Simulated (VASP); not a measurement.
# WS2 in VASP: a series of runs

Aim: see how the results for WS2 move with the level of theory and the settings. Levels: PBEsol, LDA, r2SCAN. Tasks: single point.

Everything below comes from runs of VASP 6.6.1. Logs are shortened: lines on timing, memory, paths and dates and some standing lists are left out, and cuts for length are marked.

## (1) The cell of the first run

The cell holds a slab with vacuum, 6 atoms: a = 3.183 Å, b = 3.183 Å, c = 23.669 Å, α = 90.00°, β = 90.00°, γ = 120.00°.

## (2) Single point, PBEsol

INCAR

```
SYSTEM = WS2
ALGO = Normal
EDIFF = 1E-7
ENCUT = 520
GGA = PS
ISIF = 2
ISMEAR = -1
LASPH = .TRUE.
LCHARG = .FALSE.
LREAL = .FALSE.
LWAVE = .FALSE.
NBANDS = 35
NELM = 100
PREC = Accurate
SIGMA = 0.1
```

KPOINTS

```
k-points
0
G
  9 9 2
  0 0 0
```

POSCAR

```
WS2
1.0
    3.1832090000      0.0000000000      0.0000000000
   -1.5916040000      2.7567390000      0.0000000000
    0.0000000000      0.0000000000     23.6687630000
W S
2 4
Direct
    0.3333333333      0.6666666667      0.6373180000
    0.6666666667      0.3333333333      0.3626820000
    0.3333333333      0.6666666667      0.2968160000
    0.6666666667      0.3333333333      0.5714420000
    0.3333333333      0.6666666667      0.4285580000
    0.6666666667      0.3333333333      0.7031840000
```

Potentials or basis: VASP PAW PBE potentials, release 64 (W_sv, S).

Command:

```console
> cat potpaw_PBE.64/W_sv/POTCAR potpaw_PBE.64/S/POTCAR > POTCAR
> mpirun -np 1 vasp_std > vasp.out
```

OUTCAR:

```text
SYSTEM = WS2
   EDIFF = 1E-7
   ENCUT = 520
   GGA = PS
   ISIF = 2
   ISMEAR = -1
   LASPH = .TRUE.
   LREAL = .FALSE.
   NELM = 100
   PREC = Accurate

 ion  position               nearest neighbor table
   1  0.333  0.667  0.637-   6 2.41   6 2.41   6 2.41   4 2.41   4 2.41   4 2.41
   2  0.667  0.333  0.363-   3 2.41   3 2.41   3 2.41   5 2.41   5 2.41   5 2.41
   3  0.333  0.667  0.297-   2 2.41   2 2.41   2 2.41
   4  0.667  0.333  0.571-   1 2.41   1 2.41   1 2.41
   5  0.333  0.667  0.429-   2 2.41   2 2.41   2 2.41
   6  0.667  0.333  0.703-   1 2.41   1 2.41   1 2.41

  LATTYP: Found a hexagonal cell.
 ALAT       =     3.1832090000
 C/A-ratio  =     7.4355039207

  Lattice vectors:

 A1 = (   3.1832090000,   0.0000000000,   0.0000000000)
 A2 = (  -1.5916040000,   2.7567390000,   0.0000000000)
 A3 = (   0.0000000000,   0.0000000000,  23.6687630000)

Analysis of symmetry for initial positions (statically):
=====================================================================
 Subroutine PRICEL returns:
 Original cell was already a primitive cell.

 Routine SETGRP: Setting up the symmetry group for a
 hexagonal supercell.

 Subroutine GETGRP returns: Found 12 space group operations
 (whereof 12 operations were pure point group operations)
 out of a pool of 24 trial point group operations.

The static configuration has the point symmetry D_3d.

Analysis of symmetry for dynamics (positions and initial velocities):
=====================================================================
 Subroutine PRICEL returns:
 Original cell was already a primitive cell.

 Routine SETGRP: Setting up the symmetry group for a
 hexagonal supercell.

 Subroutine GETGRP returns: Found 12 space group operations
 (whereof 12 operations were pure point group operations)
 out of a pool of 24 trial point group operations.

The dynamic configuration has the point symmetry D_3d.

 Subroutine INISYM returns: Found 12 space group operations
 (whereof 12 operations are pure point group operations),
 and found     1 'primitive' translations

----------------------------------------------------------------------------------------

                                     Primitive cell

  volume of cell :     207.6999

  direct lattice vectors                    reciprocal lattice vectors
     3.183209000  0.000000000  0.000000000     0.314148396  0.181373660  0.000000000
    -1.591604000  2.756739000  0.000000000     0.000000000  0.362747435  0.000000000
     0.000000000  0.000000000 23.668763000     0.000000000  0.000000000  0.042249779

  length of vectors
     3.183209000  3.183208006 23.668763000     0.362747321  0.362747435  0.042249779

  position of ions in fractional coordinates (direct lattice)
     0.333333333  0.666666667  0.637318000
     0.666666667  0.333333333  0.362682000
     0.333333333  0.666666667  0.296816000
     0.666666667  0.333333333  0.571442000
     0.333333333  0.666666667  0.428558000
     0.666666667  0.333333333  0.703184000

  ion indices of the primitive-cell ions
   primitive index   ion index
                 1           1
                 2           2
                 3           3
                 4           4
                 5           5
                 6           6

----------------------------------------------------------------------------------------

 KPOINTS: k-points

Automatic generation of k-mesh.
 Grid dimensions read from file:
 generate k-points for:    9    9    2

 Generating k-lattice:

  Cartesian coordinates                     Fractional coordinates (reciprocal lattice)
     0.034905377  0.020152629  0.000000000     0.111111111  0.000000000  0.000000000
     0.000000000  0.040305271  0.000000000     0.000000000  0.111111111  0.000000000
     0.000000000  0.000000000  0.021124889     0.000000000  0.000000000  0.500000000

  Length of vectors
     0.040305258  0.040305271  0.021124889

  Shift w.r.t. Gamma in fractional coordinates (k-lattice)
     0.000000000  0.000000000  0.000000000

 Subroutine IBZKPT returns following result:
 ===========================================

 Found     24 irreducible k-points:

 Following reciprocal coordinates:
            Coordinates               Weight
  0.000000  0.000000  0.000000      1.000000
  0.111111  0.000000  0.000000      6.000000
  0.222222  0.000000  0.000000      6.000000
  0.333333  0.000000  0.000000      6.000000
  0.444444  0.000000  0.000000      6.000000
  0.111111  0.111111  0.000000      6.000000
[... 16 lines left out ...]
  0.333333  0.222222  0.500000     12.000000
  0.333333  0.333333  0.500000      2.000000
   k-points           NKPTS =     24   k-points in BZ     NKDIM =     24   number of bands    NBANDS=     35
   number of dos      NEDOS =    301   number of ions     NIONS =      6
   total plane-waves  NPLWV = 103680
   dimension x,y,z NGX =    24 NGY =   24 NGZ =  180
   dimension x,y,z NGXF=    48 NGYF=   48 NGZF=  360
   ions per type =               2   4
   NGX,Y,Z   is equivalent  to a cutoff of  12.53, 12.53, 12.64 a.u.
   NGXF,Y,Z  is equivalent  to a cutoff of  25.07, 25.07, 25.29 a.u.
 SYSTEM =  WS2
   PREC   = accura    normal or accurate (medium, high low for compatibility)
   ISTART =      0    job   : 0-new  1-cont  2-samecut
   ICHARG =      2    charge: 1-file 2-atom 10-const
   ISPIN  =      1    spin polarized calculation?
   LNONCOLLINEAR =      F non collinear calculations
   LSORBIT =      F    spin-orbit coupling
   LASPH  =      T    aspherical Exc in radial PAW
   ENCUT  =  520.0 eV  38.22 Ry    6.18 a.u.   5.92  5.92 44.01*2*pi/ulx,y,z
   NELM   =    100;   NELMIN=  2; NELMDL= -5     # of ELM steps
   EDIFF  = 0.1E-06   stopping-criterion for ELM
   LREAL  =      F    real-space projection
   EDIFFG = 0.1E-05   stopping-criterion for IOM
   NSW    =      0    number of steps for IOM
   IBRION =     -1    ionic relax: 0-MD 1-quasi-New 2-CG
   NFREE  =      0    steps in history (QN), initial steepest desc. (CG)
   ISIF   =      2    stress and relaxation
   ISYM   =      2    0-nonsym 1-usesym 2-fastsym
   POTIM  = 0.5000    time-step for ionic-motion
   TEBEG  =    0.0;   TEEND  =   0.0 temperature during run
   PSTRESS=    0.0 pullay stress
   NELECT =      52.0000    total number of electrons
   NUPDOWN=      -1.0000    fix difference up-down
   EMIN   =  10.00;   EMAX   =-10.00  energy-range for DOS
   EFERMI =   0.00;   METHOD = LEGACY
   ISMEAR =    -1;   SIGMA  =   0.10  broadening in eV -4-tet -1-fermi 0-gaus
   EFERMI_NEDOS =   21; number of points for ismear=-14 and -15
   IALGO  =     38    algorithm
   IMIX   =      4    mixing-type and parameters
     AMIX     =   0.40;   BMIX     =  1.00
     AMIX_MAG =   1.60;   BMIX_MAG =  1.00
  volume/ion in A,a.u.               =      34.62       233.60
  Fermi-wavevector in a.u.,A,eV,Ry     =   1.031804  1.949827 14.485024  1.064619
  Thomas-Fermi vector in A             =   2.165970
   LORBIT       =      0    0 simple, 1 ext, 2 COOP (PROOUT), +10 PAW based schemes
   GGA     = PS    functional components
   LHFCALC =     F    Hartree Fock is set to
   AEXX    =    0.0000 exact exchange contribution
   IVDW    =     0    specifies the selected vdW correction
   LEPSILON=     F    determine dielectric tensor
   LRPA    =     F    only Hartree local field effects (RPA)
 non-spin polarized calculation
  energy-cutoff  :      520.00
  volume of cell :      207.70
 maximum number of plane-waves:      5640
 NGX is ok and might be reduce to    24
   NGX = 11   NGY = 11   NGZ = 89

 number of electron      52.0000001 magnetization

 Free energy of the ion-electron system (eV)
  ---------------------------------------------------
  ext. energy  EPLUGINS =         0.00000000
  ---------------------------------------------------
  free energy    TOTEN  =       -50.49618423 eV

  energy without entropy =      -50.49607921  energy(sigma->0) =      -50.49613172

 E-fermi :   1.6384     XC(G=0):  -6.1821

 val. band max:        0.9703816570   @ k =   0.0000   0.0000   0.0000
 cond. band min:       2.4337869040   @ k =   0.3333   0.3333   0.0000
 fundamental gap:      1.4634052470
 Fermi energy:         1.6383993993

 k-point     1 :       0.0000    0.0000    0.0000
  band No.  band energies     occupation
      1     -73.3032      2.00000
      2     -73.3031      2.00000
      3     -37.5497      2.00000
      4     -37.5497      2.00000
      5     -37.3966      2.00000
      6     -37.3966      2.00000
[... 27 lines left out ...]
     34       3.7718      0.00000
     35       5.6991      0.00000

 k-point     2 :       0.1111    0.0000    0.0000
  band No.  band energies     occupation
      1     -73.3012      2.00000
      2     -73.3012      2.00000
      3     -37.5425      2.00000
      4     -37.5425      2.00000
      5     -37.4367      2.00000
      6     -37.4367      2.00000
[... 27 lines left out ...]
     34       3.9254      0.00000
     35       6.1917      0.00000

 k-point     3 :       0.2222    0.0000    0.0000
  band No.  band energies     occupation
      1     -73.2962      2.00000
      2     -73.2962      2.00000
      3     -37.5372      2.00000
      4     -37.5372      2.00000
      5     -37.5242      2.00000
      6     -37.5242      2.00000
[... 27 lines left out ...]
     34       4.6533      0.00000
     35       6.9039      0.00000
[... 723 lines left out ...]
 k-point    23 :       0.3333    0.2222    0.5000
  band No.  band energies     occupation
      1     -73.2852      2.00000
      2     -73.2852      2.00000
      3     -37.6817      2.00000
      4     -37.6817      2.00000
      5     -37.5546      2.00000
      6     -37.5546      2.00000
[... 27 lines left out ...]
     34       5.9514      0.00000
     35       6.8996      0.00000

 k-point    24 :       0.3333    0.3333    0.5000
  band No.  band energies     occupation
      1     -73.2842      2.00000
      2     -73.2842      2.00000
      3     -37.6475      2.00000
      4     -37.6475      2.00000
      5     -37.6133      2.00000
      6     -37.6133      2.00000
[... 27 lines left out ...]
     34       6.1823      0.00000
     35       7.3948      0.00000

------------------------ aborting loop because EDIFF is reached ----------------------------------------

  FORCE on cell =-STRESS in cart. coord.  units (eV):
  Direction    XX          YY          ZZ          XY          YZ          ZX
  --------------------------------------------------------------------------------------
  -------------------------------------------------------------------------------------
  Total       -2.4847051     -2.4847035     -0.6721066     -0.0000005     -0.0000000     -0.0000000
  in kB      -19.1667760    -19.1667641     -5.1845653     -0.0000035     -0.0000000     -0.0000000
  external PRESSURE =     -14.5060351 kB  Pullay stress =       0.0000000 kB

 VOLUME and BASIS-vectors are now :
 -----------------------------------------------------------------------------
  energy-cutoff  :      520.00
  volume of cell :      207.70
      direct lattice vectors                 reciprocal lattice vectors
     3.183209000  0.000000000  0.000000000     0.314148396  0.181373660  0.000000000
    -1.591604000  2.756739000  0.000000000     0.000000000  0.362747435  0.000000000
     0.000000000  0.000000000 23.668763000     0.000000000  0.000000000  0.042249779

 POSITION                                       TOTAL-FORCE (eV/Angst)
 -----------------------------------------------------------------------------------
      0.00000      1.83783     15.08453        -0.000000      0.000000      0.006962
      1.59160      0.91891      8.58423         0.000000      0.000000     -0.006962
      0.00000      1.83783      7.02527         0.000000      0.000000      0.092569
      1.59160      0.91891     13.52533         0.000000      0.000000      0.067888
      0.00000      1.83783     10.14344        -0.000000     -0.000000     -0.067888
      1.59160      0.91891     16.64350        -0.000000      0.000000     -0.092569
 -----------------------------------------------------------------------------------
    total drift:                               -0.000000     -0.000000      0.000000

  FREE ENERGIE OF THE ION-ELECTRON SYSTEM (eV)
  ---------------------------------------------------
  free  energy   TOTEN  =       -50.4961842323 eV

  energy  without entropy=      -50.4960792147  energy(sigma->0) =      -50.49613172
```

It took 8.2 min on 1 thread of Intel Xeon 8259CL, shared host; peak memory 0.39 GiB.

Results:

```
Free energy            : -50.4962 eV
Largest force          : 0.093 eV/Å
Band gap on the k mesh : 1.46 eV (least direct gap 1.76 eV)
```

Forces in eV/Å, atoms in the order of the input:
```
W    0.000  0.000  0.007
W    0.000  0.000 -0.007
S    0.000  0.000  0.093
S    0.000  0.000  0.068
S    0.000  0.000 -0.068
S    0.000  0.000 -0.093
```

Caveat: there is no dipole correction, which matters where the two faces differ; the PAW data sets were made with another functional, which shifts forces and pressure a little; spin-orbit coupling is left out, which moves the levels of the heavy elements.

## (3) Single point, LDA

INCAR, as its differences from that of step 2:

```diff
@@ -4,3 +4,2 @@
 ENCUT = 520
-GGA = PS
 ISIF = 2
```

KPOINTS is that of step 2.

POSCAR is that of step 2.

Potentials or basis: VASP PAW LDA potentials, release 64 (W_sv, S).

Command:

```console
> cat potpaw_LDA.64/W_sv/POTCAR potpaw_LDA.64/S/POTCAR > POTCAR
> mpirun -np 1 vasp_std > vasp.out
```

Run time: 7 min. Hardware: 1 thread of Intel Xeon 8259CL, shared host; peak memory 0.34 GiB.

It converged, with:

```
Free energy            : -52.3201 eV
Largest force          : 0.347 eV/Å
Band gap on the k mesh : 1.45 eV (least direct gap 1.76 eV)
```

Forces in eV/Å, atoms in the order of the input:
```
W    0.000  0.000  0.004
W    0.000  0.000 -0.004
S    0.000  0.000  0.347
S    0.000  0.000  0.258
S    0.000  0.000 -0.258
S    0.000  0.000 -0.347
```

Levels at points of the mesh, in eV from the valence-band top:
```csv
k point,band 22,band 23,band 24,band 25,band 26,band 27,band 28,band 29,band 30,band 31
"(0.00, 0.00, 0.00)",-1.97,-1.96,-1.96,-0.51,0.00,2.56,2.56,2.57,2.57,2.75
"(0.00, 0.00, 0.50)",-1.97,-1.96,-1.96,-0.51,0.00,2.56,2.56,2.57,2.57,2.75
```

Caveat: there is no dipole correction, which matters where the two faces differ; spin-orbit coupling is left out, which moves the levels of the heavy elements.

## (4) Single point, r2SCAN

POSCAR is that of step 3.

INCAR.step1

```
SYSTEM = WS2
ALGO     = Normal         ! electronic algorithm
EDIFF    = 1E-4           ! SCF threshold, eV
ENCUT    = 520            ! plane-wave cutoff, eV
GGA      = PE             ! functional
ISMEAR   = -1             ! smearing method
LASPH    = .True.         ! aspherical terms in the spheres
LCHARG   = .False.        ! write CHGCAR
LREAL    = .False.        ! projectors in reciprocal space
LWAVE    = .True.         ! write WAVECAR
NBANDS   = 35             ! bands
NELM     = 60             ! most SCF steps
PREC     = Accurate       ! precision mode
SIGMA    = 0.1            ! smearing width, eV
```

INCAR.step2

```
SYSTEM = WS2
ALGO     = Normal         ! electronic algorithm
EDIFF    = 1E-6           ! SCF threshold, eV
ENCUT    = 520            ! plane-wave cutoff, eV
ISIF     = 2              ! what is computed and relaxed
ISMEAR   = -1             ! smearing method
ISTART   = 1            
LASPH    = .True.         ! aspherical terms in the spheres
LCHARG   = .False.        ! write CHGCAR
LMIXTAU  = .True.       
LREAL    = .False.        ! projectors in reciprocal space
LWAVE    = .False.        ! write WAVECAR
METAGGA  = R2SCAN         ! meta-GGA
NBANDS   = 35             ! bands
NELM     = 60             ! most SCF steps
PREC     = Accurate       ! precision mode
SIGMA    = 0.1            ! smearing width, eV
```

KPOINTS

```
k-points
0
Gamma
  9 9 2
  0 0 0
```

Potentials or basis: VASP PAW PBE potentials, release 64 (W_sv, S).

Command:

```console
> cat potpaw_PBE.64/W_sv/POTCAR potpaw_PBE.64/S/POTCAR > POTCAR
> cp INCAR.step1 INCAR
> mpirun -np 1 vasp_std > vasp.out
> cp INCAR.step2 INCAR
> mpirun -np 1 vasp_std > vasp.out
```

Run time: 19 min. Hardware: 1 thread of Intel Xeon 8259CL, shared host; peak memory 0.44 GiB.

Results (log left out):

* Free energy: -140.1222 eV
* Largest force: 0.013 eV/Å
* Band gap on the k mesh: 1.58 eV (least direct gap 1.90 eV)

Forces on the atoms (eV/Å):
```
W    0.000  0.000  0.009
W    0.000  0.000 -0.009
S    0.000  0.000 -0.010
S    0.000  0.000 -0.013
S    0.000  0.000  0.013
S    0.000  0.000  0.010
```

Levels at points of the mesh, in eV from the valence-band top:
```
           k point  band 22  band 23  band 24  band 25  band 26  band 27  band 28  band 29  band 30  band 31
(0.00, 0.00, 0.00)    -2.12    -2.10    -2.10    -0.49     0.00     2.74     2.74     2.74     2.74     2.88
(0.00, 0.00, 0.50)    -2.12    -2.10    -2.10    -0.49     0.00     2.74     2.74     2.74     2.74     2.88
```

Caveat: there is no dipole correction, which matters where the two faces differ; the PAW data sets were made with another functional, which shifts forces and pressure a little; spin-orbit coupling is left out, which moves the levels of the heavy elements.

## (5) Summary

```tsv
level	potentials or basis	gap on the mesh (eV)	largest force (eV/Å)
PBEsol	VASP PAW PBE potentials, release 64 (W_sv, S)	1.46	0.09
LDA	VASP PAW LDA potentials, release 64 (W_sv, S)	1.45	0.35
r2SCAN	VASP PAW PBE potentials, release 64 (W_sv, S)	1.58	0.01
```

Alike in all rows: task single point; no spin polarisation; cell as given; k mesh 9 × 9 × 2; cutoff (eV) 520; smearing fermi-dirac 0.1 eV.

Caveats: there is no dipole correction, which matters where the two faces differ; spin-orbit coupling is left out, which moves the levels of the heavy elements; the PAW data sets were made with another functional, which shifts forces and pressure a little (at least some runs).

Total energies depend on the potentials used, so only differences within one code and one set of settings carry meaning.
